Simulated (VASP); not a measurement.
# Ru (P6_3/mmc) in VASP: notebook

The runs below take Ru through single point, relaxation of cell and atoms, with PBEsol.

Program: VASP 6.6.1. These are calculated values, not measurements. Logs are shortened: lines on timing, memory, paths and dates and some standing lists are left out, and cuts for length are marked.

## Step 1: The cell of the first run

Symmetry: P6_3/mmc, No. 194, hexagonal system. The conventional cell has a = 2.690 Å, b = 2.690 Å, c = 4.252 Å, α = 90.00°, β = 90.00°, γ = 120.00°. Ru (site symmetry -6m2) has 12 Ru at 2.63 to 2.69 Å within 3.5 Å.

## Step 2: Single point, PBEsol

Contents of INCAR:

```
PREC = Accurate ; ENCUT = 500
EDIFF = 1E-6 ; ISMEAR = 0
SIGMA = 0.1 ; LREAL = False
LASPH = True ; NELM = 120
ALGO = Normal ; ISIF = 2
LWAVE = False ; LCHARG = True
GGA = PS ; LELF = True
LVHAR = True ; NBANDS = 21
GGA_COMPAT = False
```

Contents of KPOINTS:

```
Automatic mesh
0
Gamma
  18 18 10
```

Contents of POSCAR:

```
Ru
1.0
    2.6896114182      0.0000000000      0.0000000000
   -1.3448057091      2.3292718145      0.0000000000
    0.0000000000      0.0000000000      4.2521328149
Ru
2
Direct
    0.3333333333      0.6666666667      0.2500000000
    0.6666666667      0.3333333333      0.7500000000
```

Potentials or basis: VASP PAW PBE potentials, release 64 (Ru_pv).

The run is started by

```console
$ cat potpaw_PBE.64/Ru_pv/POTCAR > POTCAR
$ mpirun -np 1 vasp_std > vasp.out
```

OUTCAR:

```text
PREC = Accurate
   ENCUT = 500
   EDIFF = 1E-6
   ISMEAR = 0
   LREAL = False
   LASPH = True
   NELM = 120
   ISIF = 2
   GGA = PS

 ion  position               nearest neighbor table
   1  0.333  0.667  0.250-   2 2.63   2 2.63   2 2.63   2 2.63   2 2.63   2 2.63
   2  0.667  0.333  0.750-   1 2.63   1 2.63   1 2.63   1 2.63   1 2.63   1 2.63

  LATTYP: Found a hexagonal cell.
 ALAT       =     2.6896114182
 C/A-ratio  =     1.5809468930

  Lattice vectors:

 A1 = (   2.6896114182,   0.0000000000,   0.0000000000)
 A2 = (  -1.3448057091,   2.3292718145,   0.0000000000)
 A3 = (   0.0000000000,   0.0000000000,   4.2521328149)

Analysis of symmetry for initial positions (statically):
=====================================================================
 Subroutine PRICEL returns:
 Original cell was already a primitive cell.

 Routine SETGRP: Setting up the symmetry group for a
 hexagonal supercell.

 Subroutine GETGRP returns: Found 24 space group operations
 (whereof 12 operations were pure point group operations)
 out of a pool of 24 trial point group operations.

The static configuration has the point symmetry D_3d.
 The point group associated with its full space group is D_6h.

Analysis of symmetry for dynamics (positions and initial velocities):
=====================================================================
 Subroutine PRICEL returns:
 Original cell was already a primitive cell.

 Routine SETGRP: Setting up the symmetry group for a
 hexagonal supercell.

 Subroutine GETGRP returns: Found 24 space group operations
 (whereof 12 operations were pure point group operations)
 out of a pool of 24 trial point group operations.

The dynamic configuration has the point symmetry D_3d.
 The point group associated with its full space group is D_6h.

 Subroutine INISYM returns: Found 24 space group operations
 (whereof 12 operations are pure point group operations),
 and found     1 'primitive' translations

----------------------------------------------------------------------------------------

                                     Primitive cell

  volume of cell :      26.6389

  direct lattice vectors                    reciprocal lattice vectors
     2.689611418  0.000000000  0.000000000     0.371800920  0.214659361  0.000000000
    -1.344805709  2.329271815  0.000000000     0.000000000  0.429318723  0.000000000
     0.000000000  0.000000000  4.252132815     0.000000000  0.000000000  0.235176097

  length of vectors
     2.689611418  2.689611418  4.252132815     0.429318723  0.429318723  0.235176097

  position of ions in fractional coordinates (direct lattice)
     0.333333333  0.666666667  0.250000000
     0.666666667  0.333333333  0.750000000

  ion indices of the primitive-cell ions
   primitive index   ion index
                 1           1
                 2           2

----------------------------------------------------------------------------------------

 KPOINTS: Automatic mesh

Automatic generation of k-mesh.
 Grid dimensions read from file:
 generate k-points for:   18   18   10

 Generating k-lattice:

  Cartesian coordinates                     Fractional coordinates (reciprocal lattice)
     0.020655607  0.011925520  0.000000000     0.055555556  0.000000000  0.000000000
     0.000000000  0.023851040  0.000000000     0.000000000  0.055555556  0.000000000
     0.000000000  0.000000000  0.023517610     0.000000000  0.000000000  0.100000000

  Length of vectors
     0.023851040  0.023851040  0.023517610

  Shift w.r.t. Gamma in fractional coordinates (k-lattice)
     0.000000000  0.000000000  0.000000000

 Subroutine IBZKPT returns following result:
 ===========================================

 Found    222 irreducible k-points:

 Following reciprocal coordinates:
            Coordinates               Weight
  0.000000  0.000000  0.000000      1.000000
  0.055556  0.000000  0.000000      6.000000
  0.111111  0.000000  0.000000      6.000000
  0.166667  0.000000  0.000000      6.000000
  0.222222  0.000000  0.000000      6.000000
  0.277778  0.000000  0.000000      6.000000
[... 16 lines left out ...]
  0.333333  0.111111  0.000000     12.000000
  0.388889  0.111111  0.000000     12.000000
 [... further k-points ...]
   k-points           NKPTS =    222   k-points in BZ     NKDIM =    222   number of bands    NBANDS=     21
   number of dos      NEDOS =    301   number of ions     NIONS =      2
   total plane-waves  NPLWV =  12800
   dimension x,y,z NGX =    20 NGY =   20 NGZ =   32
   dimension x,y,z NGXF=    40 NGYF=   40 NGZF=   64
   ions per type =               2
   NGX,Y,Z   is equivalent  to a cutoff of  12.36, 12.36, 12.51 a.u.
   NGXF,Y,Z  is equivalent  to a cutoff of  24.72, 24.72, 25.02 a.u.
 SYSTEM =  unknown system
   PREC   = accura    normal or accurate (medium, high low for compatibility)
   ISTART =      0    job   : 0-new  1-cont  2-samecut
   ICHARG =      2    charge: 1-file 2-atom 10-const
   ISPIN  =      1    spin polarized calculation?
   LNONCOLLINEAR =      F non collinear calculations
   LSORBIT =      F    spin-orbit coupling
   LASPH  =      T    aspherical Exc in radial PAW
   ENCUT  =  500.0 eV  36.75 Ry    6.06 a.u.   4.90  4.90  7.75*2*pi/ulx,y,z
   NELM   =    120;   NELMIN=  2; NELMDL= -5     # of ELM steps
   EDIFF  = 0.1E-05   stopping-criterion for ELM
   LREAL  =      F    real-space projection
   EDIFFG = 0.1E-04   stopping-criterion for IOM
   NSW    =      0    number of steps for IOM
   IBRION =     -1    ionic relax: 0-MD 1-quasi-New 2-CG
   NFREE  =      0    steps in history (QN), initial steepest desc. (CG)
   ISIF   =      2    stress and relaxation
   ISYM   =      2    0-nonsym 1-usesym 2-fastsym
   POTIM  = 0.5000    time-step for ionic-motion
   TEBEG  =    0.0;   TEEND  =   0.0 temperature during run
   PSTRESS=    0.0 pullay stress
   NELECT =      28.0000    total number of electrons
   NUPDOWN=      -1.0000    fix difference up-down
   EMIN   =  10.00;   EMAX   =-10.00  energy-range for DOS
   EFERMI =   0.00;   METHOD = LEGACY
   ISMEAR =     0;   SIGMA  =   0.10  broadening in eV -4-tet -1-fermi 0-gaus
   EFERMI_NEDOS =   21; number of points for ismear=-14 and -15
   IALGO  =     38    algorithm
   IMIX   =      4    mixing-type and parameters
     AMIX     =   0.40;   BMIX     =  1.00
     AMIX_MAG =   1.60;   BMIX_MAG =  1.00
  volume/ion in A,a.u.               =      13.32        89.88
  Fermi-wavevector in a.u.,A,eV,Ry     =   1.664519  3.145484 37.696605  2.770622
  Thomas-Fermi vector in A             =   2.751048
   LORBIT       =      0    0 simple, 1 ext, 2 COOP (PROOUT), +10 PAW based schemes
   GGA     = PS    functional components
   LHFCALC =     F    Hartree Fock is set to
   AEXX    =    0.0000 exact exchange contribution
   IVDW    =     0    specifies the selected vdW correction
   LEPSILON=     F    determine dielectric tensor
   LRPA    =     F    only Hartree local field effects (RPA)
 non-spin polarized calculation
 Gauss-broadening in eV      SIGMA  =   0.10
  energy-cutoff  :      500.00
  volume of cell :       26.64
 maximum number of plane-waves:       699
 NGX is ok and might be reduce to    20
   NGX =  9   NGY =  9   NGZ = 15

 number of electron      27.9999997 magnetization

 Free energy of the ion-electron system (eV)
  ---------------------------------------------------
  ext. energy  EPLUGINS =         0.00000000
  ---------------------------------------------------
  free energy    TOTEN  =       -20.34497081 eV

  energy without entropy =      -20.33611629  energy(sigma->0) =      -20.34054355

 E-fermi :  13.0457     XC(G=0): -14.3993

 val. band max:       13.0456823546   @ k =   0.1667   0.1111   0.3000
 cond. band min:      13.0473494396   @ k =   0.4444   0.1111   0.5000
 fundamental gap:      0.0016670850
 Fermi energy:        13.0457310937

 k-point     1 :       0.0000    0.0000    0.0000
  band No.  band energies     occupation
      1     -30.6248      2.00000
      2     -29.6235      2.00000
      3     -29.6235      2.00000
      4     -29.4410      2.00000
      5     -29.4410      2.00000
      6     -29.3972      2.00000
[... 13 lines left out ...]
     20      23.3134      0.00000
     21      23.6203      0.00000

 k-point     2 :       0.0556    0.0000    0.0000
  band No.  band energies     occupation
      1     -30.6135      2.00000
      2     -29.6476      2.00000
      3     -29.6317      2.00000
      4     -29.4663      2.00000
      5     -29.4443      2.00000
      6     -29.4024      2.00000
[... 13 lines left out ...]
     20      23.3134      0.00000
     21      23.6048      0.00000

 k-point     3 :       0.1111    0.0000    0.0000
  band No.  band energies     occupation
      1     -30.5802      2.00000
      2     -29.7172      2.00000
      3     -29.6549      2.00000
      4     -29.5385      2.00000
      5     -29.4539      2.00000
      6     -29.4182      2.00000
[... 13 lines left out ...]
     20      23.3134      0.00000
     21      23.5555      0.00000

 k-point     4 :       0.1667    0.0000    0.0000
  band No.  band energies     occupation
      1     -30.5270      2.00000
      2     -29.8239      2.00000
      3     -29.6895      2.00000
      4     -29.6469      2.00000
      5     -29.4695      2.00000
      6     -29.4445      2.00000
[... 13 lines left out ...]
     20      23.3133      0.00000
     21      23.4765      0.00000

 k-point     5 :       0.2222    0.0000    0.0000
  band No.  band energies     occupation
      1     -30.4572      2.00000
      2     -29.9548      2.00000
      3     -29.7766      2.00000
      4     -29.7307      2.00000
      5     -29.4897      2.00000
      6     -29.4813      2.00000
[... 13 lines left out ...]
     20      23.3131      0.00000
     21      23.4000      0.00000
[... 382 lines left out ...]
     20      23.3127      0.00000
     21      23.3715      0.00000

 k-point    22 :       0.2778    0.1111    0.0000
  band No.  band energies     occupation
      1     -30.2623      2.00000
      2     -30.2099      2.00000
      3     -30.0658      2.00000
      4     -29.8277      2.00000
      5     -29.5987      2.00000
      6     -29.5882      2.00000
[... 13 lines left out ...]
     20      23.3115      0.00000
     21      23.3378      0.00000

 k-point    23 :       0.3333    0.1111    0.0000
  band No.  band energies     occupation
      1     -30.3092      2.00000
      2     -30.1782      2.00000
      3     -30.1328      2.00000
      4     -29.8780      2.00000
      5     -29.6572      2.00000
      6     -29.6108      2.00000
[... 13 lines left out ...]
     20      23.3125      0.00000
     21      24.0122      0.00000

 k-point    24 :       0.3889    0.1111    0.0000
  band No.  band energies     occupation
      1     -30.3737      2.00000
      2     -30.1764      2.00000
      3     -30.1100      2.00000
      4     -29.9103      2.00000
      5     -29.7086      2.00000
      6     -29.6255      2.00000
[... 13 lines left out ...]
     20      23.3110      0.00000
     21      24.3451      0.00000

 [... further k-points ...]
[... 5 lines left out ...]
  --------------------------------------------------------------------------------------
  -------------------------------------------------------------------------------------
  Total       -0.0029499     -0.0029499     -0.0007822     -0.0000000      0.0000000     -0.0000000
  in kB       -0.1774185     -0.1774185     -0.0470427     -0.0000000      0.0000000     -0.0000000
  external PRESSURE =      -0.1339599 kB  Pullay stress =       0.0000000 kB

 VOLUME and BASIS-vectors are now :
 -----------------------------------------------------------------------------
  energy-cutoff  :      500.00
  volume of cell :       26.64
      direct lattice vectors                 reciprocal lattice vectors
     2.689611418  0.000000000  0.000000000     0.371800920  0.214659361  0.000000000
    -1.344805709  2.329271815  0.000000000     0.000000000  0.429318723  0.000000000
     0.000000000  0.000000000  4.252132815     0.000000000  0.000000000  0.235176097

 POSITION                                       TOTAL-FORCE (eV/Angst)
 -----------------------------------------------------------------------------------
     -0.00000      1.55285      1.06303         0.000000      0.000000      0.000000
      1.34481      0.77642      3.18910        -0.000000      0.000000      0.000000
 -----------------------------------------------------------------------------------
    total drift:                               -0.000000      0.000000     -0.000000

  FREE ENERGIE OF THE ION-ELECTRON SYSTEM (eV)
  ---------------------------------------------------
  free  energy   TOTEN  =       -20.3449708141 eV

  energy  without entropy=      -20.3361162853  energy(sigma->0) =      -20.34054355
```

Wall time 45 s (1 thread of Intel Xeon 6975P-C (Granite Rapids), shared host); peak memory 0.2 GiB.

What came out:

```
Free energy            : -20.3450 eV
Pressure               : 0.0 GPa
Band gap on the k mesh : zero (band 14 reaches 14.58 eV, above the bottom of band 15 at 11.36 eV)
```

Levels at points of the mesh, in eV from the Fermi level:
```
           k point  band 11  band 12  band 13  band 14  band 15  band 16  band 17  band 18
(0.00, 0.00, 0.00)    -2.48    -1.97    -1.97    -1.43    -1.43     1.24     1.24     1.27
(0.50, 0.00, 0.00)    -2.13    -1.86    -1.56     1.49     1.93     2.01     4.17     6.24
(0.00, 0.00, 0.50)    -2.85    -2.85    -2.79    -2.79     0.58     0.58     0.58     0.58
(0.50, 0.00, 0.50)    -1.09    -1.09     0.45     0.45     1.76     1.76     3.45     3.45
```

Caveat: the PAW data sets were made with another functional, which shifts forces and pressure a little.

## Step 3: Relaxation of cell and atoms, PBEsol

Contents of INCAR:

```
PREC = Accurate
ENCUT = 500
EDIFF = 1E-7
ISMEAR = 0
SIGMA = 0.1
LREAL = F
LASPH = T
NELM = 120
ALGO = Normal
ISIF = 3
LWAVE = F
LCHARG = F
GGA = PS
IBRION = 2
NSW = 100
EDIFFG = -0.01
GGA_COMPAT = F
NELMIN = 4
```

KPOINTS is that of step 2.

Contents of POSCAR:

```
Ru
1.0
    2.6946173501      0.0000000000      0.0000000000
   -1.3473086750      2.3336070787      0.0000000000
    0.0000000000      0.0000000000      4.2392597277
Ru
2
Direct
    0.3333333333      0.6666666667      0.2500000000
    0.6666666667      0.3333333333      0.7500000000
```

Potentials or basis: VASP PAW PBE potentials, release 64 (Ru_pv).

The run is started by

```console
$ cat potpaw_PBE.64/Ru_pv/POTCAR > POTCAR
$ mpirun -np 1 vasp_std > vasp.out
```

Wall time 2.2 min (1 thread of Intel Xeon 6975P-C (Granite Rapids), shared host); peak memory 0.2 GiB.

The run converged. Its results:

| Item | Value |
| --- | --- |
| Free energy | -20.3450 eV |
| Relaxed volume | 13.32 Å³/atom |
| Relaxed cell | a = 2.689 Å, b = 2.689 Å, c = 4.252 Å, α = 90.00°, β = 90.00°, γ = 120.00° |
| Space group after relaxing (to 0.05 Å) | P6_3/mmc (No. 194) |
| Energy gained by relaxing | 0.3 meV/atom |
| Ionic steps | 5 |
| Pressure after relaxing | 0.0 GPa |
| Band gap on the k mesh | zero (band 14 reaches 14.58 eV, above the bottom of band 15 at 11.36 eV) |

The path:
```csv
step,energy change (eV),largest force (eV/Å),pressure (GPa),volume (Å³)
1,0.0000,0.0000,-0.23,26.66
2,-0.0001,0.0000,0.61,26.58
3,-0.0006,0.0000,0.20,26.62
4,-0.0006,0.0000,-0.55,26.67
5,-0.0006,0.0000,0.00,26.63
```

Final structure:
```yaml
crystal:
  lattice:
    - [2.68937, 0.00000, 0.00000]
    - [-1.34469, 2.32906, 0.00000]
    - [0.00000, 0.00000, 4.25201]
  atoms:
    - { symbol: Ru, position: [0.33333, 0.66667, 0.25000] }
    - { symbol: Ru, position: [0.66667, 0.33333, 0.75000] }
```

Levels at points of the mesh, in eV from the Fermi level:
| k point | band 12 | band 13 | band 14 | band 15 | band 16 | band 17 |
| --- | --- | --- | --- | --- | --- | --- |
| (0.00, 0.00, 0.00) | -1.97 | -1.97 | -1.43 | -1.43 | 1.24 | 1.24 |
| (0.50, 0.00, 0.00) | -1.86 | -1.56 | 1.49 | 1.93 | 2.01 | 4.17 |
| (0.00, 0.00, 0.50) | -2.85 | -2.79 | -2.79 | 0.58 | 0.58 | 0.58 |
| (0.50, 0.00, 0.50) | -1.09 | 0.45 | 0.45 | 1.76 | 1.76 | 3.45 |

Caveat: the PAW data sets were made with another functional, which shifts forces and pressure a little.
